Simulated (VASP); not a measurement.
Wanted: the native input for a VASP 6.6.1 run.

```yaml
Task: single point
Functional: PBE
Potentials_or_basis: VASP PAW PBE potentials, release 64 (Si, O)
Cutoff: 520 eV
k_mesh: 6 × 6 × 10
Occupations: gaussian, width 0.05 eV
Spin: no spin polarisation
Dipole_correction: no
Further_INCAR_settings: ALGO = Normal; EDIFF = 1e-06; NBANDS = 25
```

The structure of SiO2 lies in POSCAR:

```
SiO2
1.0
    4.1746669295      0.0000000000      0.0000000000
    0.0000000000      4.1746669295      0.0000000000
    0.0000000000      0.0000000000      2.9907313883
Si O
2 4
Direct
    0.5000000000      0.5000000000      0.5000000000
    0.0000000000      0.0000000000      0.0000000000
    0.6930127928      0.6930127928      0.0000000000
    0.1930127928      0.8069872072      0.5000000000
    0.3069872072      0.3069872072      0.0000000000
    0.8069872072      0.1930127928      0.5000000000
```

This cell differs from its parent crystal: volume 8.687 Å^3 an atom, c/a of the conventional cell 0.7164.

These files were run (other wordings do the same):

INCAR

```
PREC = Accurate ; ENCUT = 520
EDIFF = 1E-6 ; ISMEAR = 0
SIGMA = 0.05 ; LREAL = False
LASPH = True ; NELM = 60
ALGO = Normal ; ISIF = 2
LWAVE = False ; LCHARG = True
GGA = PE ; LELF = True
LVHAR = True ; NBANDS = 25
```

KPOINTS

```
Automatic mesh
0
Gamma
  6 6 10
```

Potentials or basis: VASP PAW PBE potentials, release 64 (Si, O).

Run with:

```bash
$ cat potpaw_PBE.64/Si/POTCAR potpaw_PBE.64/O/POTCAR > POTCAR
$ mpirun -np 1 vasp_std > vasp.out
```

Results of the run:

```yaml
Pressure: -21.5 GPa
Largest_force: 0.605 eV/Å
Band_gap_on_the_k_mesh: 3.28 eV, direct
```

Wall time 27 s on 1 thread of AMD EPYC 9R45 96-Core Processor (Zen 5) (shared host), peak memory 0.16 GiB.
